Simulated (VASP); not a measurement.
# Al (a cell with a defect) in VASP: single point with PBE

Aim: the single point of Al (a cell with a defect) with PBE.

Program: VASP 6.6.1. These are calculated values, not measurements. Logs are shortened: lines on timing, memory, paths and dates and some standing lists are left out, and cuts for length are marked.

### Step 1. The cell of the first run

The cell holds a defect, 31 atoms: a = 8.100 Å, b = 8.100 Å, c = 8.100 Å, α = 90.00°, β = 90.00°, γ = 90.00°.

### Step 2. Single point, PBE

Contents of INCAR:

```
SYSTEM = Al
ALGO = Normal ; EDIFF = 1E-7
ENCUT = 520 ; GGA = PE
ISIF = 2 ; ISMEAR = -1
LASPH = .TRUE. ; LCHARG = .FALSE.
LREAL = Auto ; LWAVE = .FALSE.
NBANDS = 68 ; NELM = 60
PREC = Accurate ; SIGMA = 0.15
```

Contents of KPOINTS:

```
k-points
0
G
  3 3 3
  0 0 0
```

Contents of POSCAR:

```
Al
1.0
    8.1000000000      0.0000000000      0.0000000000
    0.0000000000      8.1000000000      0.0000000000
    0.0000000000      0.0000000000      8.1000000000
Al
31
Direct
    0.5009737037      0.0037701235      0.0056598765
    0.7454132099      0.2486091358      0.0052277778
    0.7487939506      0.0009414815      0.2497632099
   -0.0007598765     -0.0015674074     -0.0005351852
    0.2436046914      0.2459632099     -0.0158156790
    0.5040154321      0.5064993827     -0.0180265432
    0.7512504938      0.7504765432     -0.0003808642
    0.2542546914      0.0061472840      0.2498076543
    0.7438966667      0.4956244444      0.2497204938
    0.5009688889      0.0038685185      0.4938209877
    0.7455567901      0.2486395062      0.4943643210
    0.7504062963     -0.0007046914      0.7497619753
    0.0029301235      0.5001503704      0.0048954321
    0.2493229630      0.7464454321      0.0043295062
    0.0072669136      0.2535317284      0.2498187654
    0.4092537037      0.3440324691      0.2498335802
    0.4956911111      0.7414943210      0.2497220988
   -0.0008749383     -0.0016723457      0.5001891358
    0.2434033333      0.2457667901      0.5154890123
    0.5037829630      0.5062983951      0.5173946914
    0.7511034568      0.7503483951      0.4997888889
    0.2493839506     -0.0077832099      0.7498804938
    0.5025575309      0.2463193827      0.7497841975
    0.7583270370      0.4999207407      0.7496382716
    0.0024364198      0.7476450617      0.2497692593
    0.0030180247      0.5001685185      0.4946139506
    0.2493577778      0.7465932099      0.4952525926
   -0.0087803704      0.2479208642      0.7498828395
    0.2465716049      0.5023307407      0.7497800000
    0.5014665432      0.7594380247      0.7496427160
    0.0002302469      0.7492600000      0.7497676543
```

Potentials or basis: VASP PAW PBE potentials, release 64 (Al).

Command:

```bash
$ cat potpaw_PBE.64/Al/POTCAR > POTCAR
$ mpirun -np 1 vasp_std > vasp.out
```

OUTCAR:

```text
SYSTEM = Al
   EDIFF = 1E-7
   ENCUT = 520
   GGA = PE
   ISIF = 2
   ISMEAR = -1
   LASPH = .TRUE.
   LREAL = Auto
   NELM = 60
   PREC = Accurate

 ion  position               nearest neighbor table
   1  0.501  0.004  0.006-   2 2.80   8 2.81   3 2.82  23 2.86  30 2.87   5 2.87   7 2.88  12 2.89
                            17 2.90  22 2.91  14 2.92
   2  0.745  0.249  0.005-   1 2.80   9 2.82   3 2.82  23 2.86   6 2.87  28 2.87   4 2.89  12 2.89
                            15 2.90  24 2.91  13 2.92
   3  0.749  0.001  0.250-  10 2.82   1 2.82   2 2.82  11 2.82   7 2.87  21 2.87   4 2.87  18 2.87
                            25 2.90  15 2.93  17 2.94
   4  0.999  0.998  0.999-   5 2.82   7 2.84  12 2.86  31 2.86  28 2.86  22 2.86   3 2.87  25 2.87
                            14 2.88   2 2.89   8 2.90  15 2.90
   5  0.244  0.246  0.984-  16 2.66  28 2.79  22 2.80  29 2.81   4 2.82  23 2.83  13 2.84   1 2.87
                            15 2.88   8 2.90   6 2.98
   6  0.504  0.506  0.982-  16 2.65  30 2.78  24 2.79  29 2.81   7 2.82  23 2.82  14 2.84   2 2.87
                            17 2.89   9 2.91   5 2.98
   7  0.751  0.750  1.000-   6 2.82   4 2.84  12 2.86  31 2.86  30 2.86   3 2.87  24 2.87  25 2.87
                            13 2.88   1 2.88   9 2.89  17 2.90
   8  0.254  0.006  0.250-  10 2.81   1 2.81  15 2.83  27 2.89  14 2.89   4 2.90  18 2.90  19 2.90
                             5 2.90  17 2.90  25 2.92  16 3.01
   9  0.744  0.496  0.250-   2 2.82  11 2.82  17 2.83  13 2.89  26 2.89  21 2.89   7 2.89  15 2.90
[... 31 lines left out ...]
  25  0.002  0.748  0.250-  26 2.82  14 2.82  13 2.82  27 2.82   4 2.87  18 2.87   7 2.87  21 2.87
                             3 2.90   8 2.92   9 2.92
  26  0.003  0.500  0.495-  15 2.81  25 2.82  27 2.82  19 2.84  29 2.86  24 2.86  21 2.88   9 2.89
                            31 2.89  28 2.91  11 2.92
  27  0.249  0.747  0.495-  17 2.82  25 2.82  26 2.82  20 2.84  29 2.86  22 2.87  18 2.88  31 2.88
                             8 2.89  30 2.90  10 2.91
  28  0.991  0.248  0.750-  24 2.78  19 2.79   5 2.79  12 2.80   4 2.86  18 2.86   2 2.87  11 2.87
                            13 2.91  26 2.91  29 2.92  22 2.94
  29  0.247  0.502  0.750-  20 2.81   6 2.81   5 2.81  19 2.81  31 2.83  14 2.86  26 2.86  13 2.86
                            27 2.86  28 2.92  23 2.93  30 2.93
  30  0.501  0.759  0.750-  22 2.78   6 2.78  20 2.78  12 2.80  21 2.86   7 2.86  10 2.87   1 2.87
                            27 2.90  14 2.90  29 2.93  24 2.96
  31  0.000  0.749  0.750-  24 2.81  22 2.82  29 2.83  18 2.86   7 2.86   4 2.86  21 2.86  12 2.86
                            27 2.88  14 2.88  13 2.89  26 2.89

  LATTYP: Found a simple cubic cell.
 ALAT       =     8.1000000000

  Lattice vectors:

 A1 = (   8.1000000000,   0.0000000000,   0.0000000000)
 A2 = (   0.0000000000,   8.1000000000,   0.0000000000)
 A3 = (   0.0000000000,   0.0000000000,   8.1000000000)

Analysis of symmetry for initial positions (statically):
=====================================================================
 Subroutine PRICEL returns:
 Original cell was already a primitive cell.

 Routine SETGRP: Setting up the symmetry group for a
 simple cubic supercell.

 Subroutine GETGRP returns: Found  1 space group operations
 (whereof  1 operations were pure point group operations)
 out of a pool of 48 trial point group operations.

The static configuration has the point symmetry C_1 .

Analysis of symmetry for dynamics (positions and initial velocities):
=====================================================================
 Subroutine PRICEL returns:
 Original cell was already a primitive cell.

 Routine SETGRP: Setting up the symmetry group for a
 simple cubic supercell.

 Subroutine GETGRP returns: Found  1 space group operations
 (whereof  1 operations were pure point group operations)
 out of a pool of 48 trial point group operations.

The dynamic configuration has the point symmetry C_1 .

 Subroutine INISYM returns: Found  1 space group operations
 (whereof  1 operations are pure point group operations),
 and found     1 'primitive' translations

----------------------------------------------------------------------------------------

                                     Primitive cell

  volume of cell :     531.4410

  direct lattice vectors                    reciprocal lattice vectors
     8.100000000  0.000000000  0.000000000     0.123456790  0.000000000  0.000000000
     0.000000000  8.100000000  0.000000000     0.000000000  0.123456790  0.000000000
[... 83 lines left out ...]
     0.041152263  0.000000000  0.000000000     0.333333333  0.000000000  0.000000000
     0.000000000  0.041152263  0.000000000     0.000000000  0.333333333  0.000000000
     0.000000000  0.000000000  0.041152263     0.000000000  0.000000000  0.333333333

  Length of vectors
     0.041152263  0.041152263  0.041152263

  Shift w.r.t. Gamma in fractional coordinates (k-lattice)
     0.000000000  0.000000000  0.000000000

 Subroutine IBZKPT returns following result:
 ===========================================

 Found     14 irreducible k-points:

 Following reciprocal coordinates:
            Coordinates               Weight
  0.000000  0.000000  0.000000      1.000000
  0.333333  0.000000  0.000000      2.000000
  0.000000  0.333333  0.000000      2.000000
  0.000000  0.000000  0.333333      2.000000
  0.333333  0.333333  0.000000      2.000000
  0.000000  0.333333  0.333333      2.000000
  0.333333  0.000000  0.333333      2.000000
 -0.333333  0.333333  0.000000      2.000000
 -0.333333  0.000000  0.333333      2.000000
  0.000000 -0.333333  0.333333      2.000000
  0.333333  0.333333  0.333333      2.000000
 -0.333333  0.333333  0.333333      2.000000
 -0.333333 -0.333333  0.333333      2.000000
  0.333333 -0.333333  0.333333      2.000000
   k-points           NKPTS =     14   k-points in BZ     NKDIM =     14   number of bands    NBANDS=     68
   number of dos      NEDOS =    301   number of ions     NIONS =     31
   total plane-waves  NPLWV = 216000
   dimension x,y,z NGX =    60 NGY =   60 NGZ =   60
   dimension x,y,z NGXF=   120 NGYF=  120 NGZF=  120
   ions per type =              31
   NGX,Y,Z   is equivalent  to a cutoff of  12.31, 12.31, 12.31 a.u.
   NGXF,Y,Z  is equivalent  to a cutoff of  24.63, 24.63, 24.63 a.u.
 SYSTEM =  Al
   PREC   = accura    normal or accurate (medium, high low for compatibility)
   ISTART =      0    job   : 0-new  1-cont  2-samecut
   ICHARG =      2    charge: 1-file 2-atom 10-const
   ISPIN  =      1    spin polarized calculation?
   LNONCOLLINEAR =      F non collinear calculations
   LSORBIT =      F    spin-orbit coupling
   LASPH  =      T    aspherical Exc in radial PAW
   ENCUT  =  520.0 eV  38.22 Ry    6.18 a.u.  15.06 15.06 15.06*2*pi/ulx,y,z
   NELM   =     60;   NELMIN=  2; NELMDL= -5     # of ELM steps
   EDIFF  = 0.1E-06   stopping-criterion for ELM
   LREAL  =      T    real-space projection
   EDIFFG = 0.1E-05   stopping-criterion for IOM
   NSW    =      0    number of steps for IOM
   IBRION =     -1    ionic relax: 0-MD 1-quasi-New 2-CG
   NFREE  =      0    steps in history (QN), initial steepest desc. (CG)
   ISIF   =      2    stress and relaxation
   ISYM   =      2    0-nonsym 1-usesym 2-fastsym
   POTIM  = 0.5000    time-step for ionic-motion
   TEBEG  =    0.0;   TEEND  =   0.0 temperature during run
   PSTRESS=    0.0 pullay stress
   NELECT =      93.0000    total number of electrons
   NUPDOWN=      -1.0000    fix difference up-down
   EMIN   =  10.00;   EMAX   =-10.00  energy-range for DOS
   EFERMI =   0.00;   METHOD = LEGACY
   ISMEAR =    -1;   SIGMA  =   0.15  broadening in eV -4-tet -1-fermi 0-gaus
   EFERMI_NEDOS =   21; number of points for ismear=-14 and -15
   IALGO  =     38    algorithm
   IMIX   =      4    mixing-type and parameters
     AMIX     =   0.40;   BMIX     =  1.00
     AMIX_MAG =   1.60;   BMIX_MAG =  1.00
  volume/ion in A,a.u.               =      17.14       115.69
  Fermi-wavevector in a.u.,A,eV,Ry     =   0.915695  1.730412 11.408446  0.838497
  Thomas-Fermi vector in A             =   2.040466
   LORBIT       =      0    0 simple, 1 ext, 2 COOP (PROOUT), +10 PAW based schemes
   GGA     = PE    functional components
   LHFCALC =     F    Hartree Fock is set to
   AEXX    =    0.0000 exact exchange contribution
   IVDW    =     0    specifies the selected vdW correction
   LEPSILON=     F    determine dielectric tensor
   LRPA    =     F    only Hartree local field effects (RPA)
 non-spin polarized calculation
  energy-cutoff  :      520.00
  volume of cell :      531.44
 maximum number of plane-waves:     14358
   NGX = 31   NGY = 31   NGZ = 31

 number of electron      93.0000000 magnetization

 Free energy of the ion-electron system (eV)
  ---------------------------------------------------
  ext. energy  EPLUGINS =         0.00000000
  ---------------------------------------------------
  free energy    TOTEN  =      -115.79578404 eV

  energy without entropy =     -114.95159505  energy(sigma->0) =     -115.37368954

 E-fermi :   7.4689     XC(G=0): -10.0342

 val. band max:        7.4488440201   @ k =   0.3333   0.3333   0.3333
 cond. band min:       7.4907384929   @ k =  -0.3333   0.3333   0.3333
 fundamental gap:      0.0418944728
 Fermi energy:         7.4688801015

 k-point     1 :       0.0000    0.0000    0.0000
  band No.  band energies     occupation
      1      -3.3600      2.00000
      2      -1.2656      2.00000
      3      -1.2295      2.00000
      4      -1.1601      2.00000
      5      -1.1571      2.00000
      6      -0.9962      2.00000
[... 843 lines left out ...]
     57       9.2681      0.00001
     58       9.4924      0.00000
 [bands above 58 left out]

------------------------ aborting loop because EDIFF is reached ----------------------------------------

  FORCE on cell =-STRESS in cart. coord.  units (eV):
  Direction    XX          YY          ZZ          XY          YZ          ZX
  --------------------------------------------------------------------------------------
  -------------------------------------------------------------------------------------
  Total       -3.3745582     -3.3813527     -0.3538909      0.4657782      0.0106090      0.0014410
  in kB      -10.1735483    -10.1940321     -1.0669029      1.4042184      0.0319837      0.0043442
  external PRESSURE =      -7.1448277 kB  Pullay stress =       0.0000000 kB

 VOLUME and BASIS-vectors are now :
 -----------------------------------------------------------------------------
  energy-cutoff  :      520.00
  volume of cell :      531.44
      direct lattice vectors                 reciprocal lattice vectors
     8.100000000  0.000000000  0.000000000     0.123456790  0.000000000  0.000000000
     0.000000000  8.100000000  0.000000000     0.000000000  0.123456790  0.000000000
     0.000000000  0.000000000  8.100000000     0.000000000  0.000000000  0.123456790

 POSITION                                       TOTAL-FORCE (eV/Angst)
 -----------------------------------------------------------------------------------
      4.05789      0.03054      0.04584        -0.008682      0.016456     -0.000066
      6.03785      2.01373      0.04235        -0.011638      0.010996      0.004385
      6.06523      0.00763      2.02308        -0.011105      0.008056     -0.000597
      8.09385      8.08730      8.09566        -0.011663      0.003601      0.000387
      1.97320      1.99230      7.97189        -0.015226      0.029815      0.009141
      4.08253      4.10264      7.95399        -0.030044      0.016765      0.026975
[... 23 lines left out ...]
      4.06188      6.15145      6.07211        -0.001220      0.011510      0.002961
      0.00186      6.06901      6.07312        -0.003352     -0.000223     -0.002611
 -----------------------------------------------------------------------------------
    total drift:                                0.021539     -0.021977     -0.008976

  FREE ENERGIE OF THE ION-ELECTRON SYSTEM (eV)
  ---------------------------------------------------
  free  energy   TOTEN  =      -115.7957840426 eV

  energy  without entropy=     -114.9515950469  energy(sigma->0) =     -115.37368954
```

Wall time 15 min (1 thread of Oxide Virtual Turin-like, shared host); peak memory 0.6 GiB.

What came out:

```yaml
Free_energy: -115.7958 eV
Pressure: -0.7 GPa
Largest_force: 0.446 eV/Å
Band_gap_on_the_k_mesh: zero (an odd number of electrons rules out a gap without spin polarisation)
```

Forces in eV/Å, atoms in the order of the input:
```
Al  -0.009  0.016  0.000
Al  -0.012  0.011  0.004
Al  -0.011  0.008 -0.001
Al  -0.012  0.004  0.000
Al  -0.015  0.030  0.009
Al  -0.030  0.017  0.027
Al  -0.002  0.011 -0.004
Al  -0.016 -0.011 -0.001
Al   0.008  0.014  0.001
Al  -0.007  0.017  0.003
Al  -0.015  0.011 -0.004
Al  -0.006  0.003 -0.002
Al  -0.015  0.005 -0.007
Al  -0.006  0.019 -0.001
Al  -0.013  0.004  0.000
Al   0.297 -0.333 -0.005
Al  -0.006  0.011  0.002
Al  -0.011  0.004 -0.003
Al  -0.011  0.034 -0.010
Al  -0.024  0.021 -0.019
Al   0.001  0.013  0.001
Al  -0.002  0.021 -0.001
Al  -0.007  0.010  0.000
Al  -0.024  0.004 -0.002
Al  -0.001  0.001  0.001
Al  -0.014  0.008  0.010
Al  -0.007  0.016  0.001
Al  -0.015  0.007  0.000
Al  -0.012  0.013 -0.001
Al  -0.001  0.012  0.003
Al  -0.003  0.000 -0.003
```

Levels at points of the mesh, in eV from the Fermi level:
```
           k point  band 45  band 46  band 47  band 48  band 49  band 50
(0.00, 0.00, 0.00)    -0.23     0.20     0.41     0.49     0.56     0.58
```

The gap in the log of VASP goes by the Fermi energy; the results here count the filled bands.